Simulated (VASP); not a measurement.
As:

```xyz
2
Lattice="4.6723 0.0000 0.0000 -2.3361 4.0463 0.0000 0.0000 0.0000 2.7206" Properties=species:S:1:pos:R:3 pbc="T T T"
As    0.0000    2.6975    0.0000
As    2.3361    1.3488    0.0000
```

| Item | Value |
| --- | --- |
| Program | VASP 6.6.1 |
| Task | relaxation of cell and atoms |
| Functional | PBE |
| Potentials or basis | VASP PAW PBE potentials, release 64 (As) |
| Cutoff | 600 eV |
| k mesh | 15 × 15 × 20 |
| Occupations | gaussian, width 0.1 eV |
| Spin | no spin polarisation |

At the start: pressure -0.6 GPa; volume 25.72 Å³/atom.

Problem. Where does the relaxation end?

Solution. Over 5 steps the energy falls by 22.7 meV/atom and the volume is 25.64 Å³/atom (-0.3 %); space group P6/mmm (No. 191, to 0.05 Å).

Step by step:
```csv
step,energy change (eV),largest force (eV/Å),pressure (GPa),volume (Å³)
1,0.0000,0.0000,-0.60,51.43
2,-0.0425,0.0000,0.48,50.67
3,-0.0435,0.0000,0.76,50.53
4,-0.0453,0.0000,-0.08,51.38
5,-0.0454,0.0000,0.01,51.28
```

Final structure:
```
CELL_PARAMETERS angstrom
4.56977 0.00000 0.00000
-2.28488 3.95754 0.00000
0.00000 0.00000 2.83575
ATOMIC_POSITIONS crystal
As 0.33333 0.66667 0.00000
As 0.66667 0.33333 0.00000
```
